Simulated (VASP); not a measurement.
# Co (P6_3/mmc) in VASP: notebook, part 2 of 2

VASP 6.6.1.

## (5) Single point, PBE, collinear spin, ferromagnetic start

INCAR reads:

```
SYSTEM = Co
PREC = Accurate
ENCUT = 520
EDIFF = 1E-6
ISMEAR = -1
SIGMA = 0.05
LREAL = .FALSE.
LASPH = .TRUE.
NELM = 150
ALGO = Normal
ISIF = 2
LWAVE = .FALSE.
LCHARG = .FALSE.
ISPIN = 2
MAGMOM = 1.5 1.5 1.5 1.5
LORBIT = 11
NUPDOWN = 6.0
LMAXMIX = 4
GGA = PE
NBANDS = 30
```

KPOINTS reads:

```
Automatic mesh
0
G
  10 10 3
  0 0 0
```

POSCAR reads:

```
Co
1.0
    2.4705617809      0.0000000000      0.0000000000
   -1.2352808905      2.1395692639      0.0000000000
    0.0000000000      0.0000000000      8.0882338000
Co
4
Direct
    0.6666666667      0.3333333333      0.7500000000
    0.0000000000      0.0000000000      0.5000000000
    0.3333333333      0.6666666667      0.2500000000
    0.0000000000      0.0000000000      0.0000000000
```

Potentials or basis: VASP PAW PBE potentials, release 64 (Co).

Started as:

```bash
cat potpaw_PBE.64/Co/POTCAR > POTCAR
mpirun -np 1 vasp_std > vasp.out
```

OUTCAR:

```text
SYSTEM = Co
   PREC = Accurate
   ENCUT = 520
   EDIFF = 1E-6
   ISMEAR = -1
   LREAL = .FALSE.
   LASPH = .TRUE.
   NELM = 150
   ISIF = 2
   ISPIN = 2
   LORBIT = 11
   NUPDOWN = 6.0
   GGA = PE

 ion  position               nearest neighbor table
   1  0.667  0.333  0.750-   2 2.47   4 2.47   2 2.47   4 2.47   2 2.47   4 2.47
   2  0.000  0.000  0.500-   1 2.47   3 2.47   1 2.47   3 2.47   1 2.47   3 2.47
   3  0.333  0.667  0.250-   2 2.47   4 2.47   2 2.47   4 2.47   2 2.47   4 2.47
   4  0.000  0.000  0.000-   1 2.47   3 2.47   1 2.47   3 2.47   1 2.47   3 2.47

  LATTYP: Found a hexagonal cell.
 ALAT       =     2.4705617809
 C/A-ratio  =     3.2738439745

  Lattice vectors:

 A1 = (   2.4705617809,   0.0000000000,   0.0000000000)
 A2 = (  -1.2352808905,   2.1395692639,   0.0000000000)
 A3 = (   0.0000000000,   0.0000000000,   8.0882338000)

Analysis of symmetry for initial positions (statically):
=====================================================================
 Subroutine PRICEL returns:
 Original cell was already a primitive cell.

 Routine SETGRP: Setting up the symmetry group for a
 hexagonal supercell.

 Subroutine GETGRP returns: Found 24 space group operations
 (whereof 12 operations were pure point group operations)
 out of a pool of 24 trial point group operations.

The static configuration has the point symmetry D_3d.
 The point group associated with its full space group is D_6h.

Analysis of symmetry for dynamics (positions and initial velocities):
=====================================================================
 Subroutine PRICEL returns:
 Original cell was already a primitive cell.

 Routine SETGRP: Setting up the symmetry group for a
 hexagonal supercell.

 Subroutine GETGRP returns: Found 24 space group operations
 (whereof 12 operations were pure point group operations)
 out of a pool of 24 trial point group operations.

The dynamic configuration has the point symmetry D_3d.
 The point group associated with its full space group is D_6h.

Analysis of structural, dynamic, and magnetic symmetry:
=====================================================================
 Subroutine PRICEL returns:
[... 160 lines left out ...]

 E-fermi :  10.5604     XC(G=0): -13.4924

 val. band max:       10.5558431758   @ k =   0.3000   0.1000   0.0000
 cond. band min:      10.2595684138   @ k =   0.0000   0.0000   0.0000
 fundamental gap:     -0.2962747620
 Fermi energy:        10.2515349955

 spin component 1

 k-point     1 :       0.0000    0.0000    0.0000
  band No.  band energies     occupation
      1       1.4820      1.00000
      2       3.7035      1.00000
      3       3.7215      1.00000
      4       5.3055      1.00000
      5       7.5198      1.00000
      6       7.5482      1.00000
[... 781 lines left out ...]
     29      23.7339      0.00000
     30      24.3729      0.00000

 [... further k-points ...]

 spin component 2

 k-point     1 :       0.0000    0.0000    0.0000
  band No.  band energies     occupation
      1       1.4614      1.00000
      2       3.7597      1.00000
      3       3.7624      1.00000
      4       6.1569      1.00000
      5       8.7651      1.00000
      6       8.8218      1.00000
[... 781 lines left out ...]
     29      24.0759      0.00000
     30      24.6854      0.00000

 [... further k-points ...]
[... 5 lines left out ...]
  --------------------------------------------------------------------------------------
  -------------------------------------------------------------------------------------
  Total        0.7206376      0.7206376     -0.3727086     -0.0000000      0.0000000      0.0000000
  in kB       27.0054691     27.0054691    -13.9670358     -0.0000000      0.0000000      0.0000000
  external PRESSURE =      13.3479675 kB  Pullay stress =       0.0000000 kB

 VOLUME and BASIS-vectors are now :
 -----------------------------------------------------------------------------
  energy-cutoff  :      520.00
  volume of cell :       42.75
      direct lattice vectors                 reciprocal lattice vectors
     2.470561781  0.000000000  0.000000000     0.404766239  0.233691897  0.000000000
    -1.235280890  2.139569264  0.000000000     0.000000000  0.467383794  0.000000000
     0.000000000  0.000000000  8.088233800     0.000000000  0.000000000  0.123636386

 POSITION                                       TOTAL-FORCE (eV/Angst)
 -----------------------------------------------------------------------------------
      1.23528      0.71319      6.06618        -0.000000      0.000000      0.000000
      0.00000      0.00000      4.04412        -0.000000      0.000000      0.000000
     -0.00000      1.42638      2.02206         0.000000     -0.000000      0.000000
      0.00000      0.00000      0.00000        -0.000000      0.000000      0.000000
 -----------------------------------------------------------------------------------
    total drift:                                0.000000     -0.000000      0.000000

  FREE ENERGIE OF THE ION-ELECTRON SYSTEM (eV)
  ---------------------------------------------------
  free  energy   TOTEN  =       -28.0690696518 eV

  energy  without entropy=      -28.0312090572  energy(sigma->0) =      -28.05013935

 total charge

# of ion       s       p       d       tot
------------------------------------------
    1        0.493   0.534   7.274   8.301
    2        0.493   0.531   7.281   8.305
    3        0.493   0.534   7.274   8.301
    4        0.493   0.531   7.281   8.305
--------------------------------------------------
tot          1.971   2.131  29.110  33.212

 magnetization (x)

# of ion       s       p       d       tot
------------------------------------------
    1       -0.017  -0.057   1.605   1.532
    2       -0.017  -0.055   1.578   1.506
    3       -0.017  -0.057   1.605   1.532
    4       -0.017  -0.055   1.578   1.506
--------------------------------------------------
tot         -0.068  -0.223   6.366   6.075
```

Wall time 36 s (1 thread of AMD EPYC 9R45 (Zen 5), shared host); peak memory 0.16 GiB.

Results:

```
Free energy                                           : -28.0691 eV
Pressure                                              : 1.3 GPa
Net moment                                            : 6.00 μB per cell
Site moments                                          : Co +1.53, +1.51 μB
Valence electrons inside the program's atomic spheres : Co 8.30
```

Caveat: the total moment is fixed, so each spin has its own Fermi level.

## (6) Overview

```csv
spin,fixed moment (μB),pressure (GPa),moment (μB)
"collinear, zero start",0.0,-8.8,0.00
"collinear, ferromagnetic start",2.0,-6.7,2.00
"collinear, ferromagnetic start",4.0,-3.7,4.00
"collinear, ferromagnetic start",6.0,1.3,6.00
```

Alike in all rows: task single point; level PBE; potentials or basis VASP PAW PBE potentials, release 64 (Co); cell as given; k mesh 10 × 10 × 3; cutoff (eV) 520; smearing fermi-dirac 0.05 eV.

Caveats: the total moment is fixed, so each spin has its own Fermi level.

Absolute energies hang on the potentials; compare differences alone.
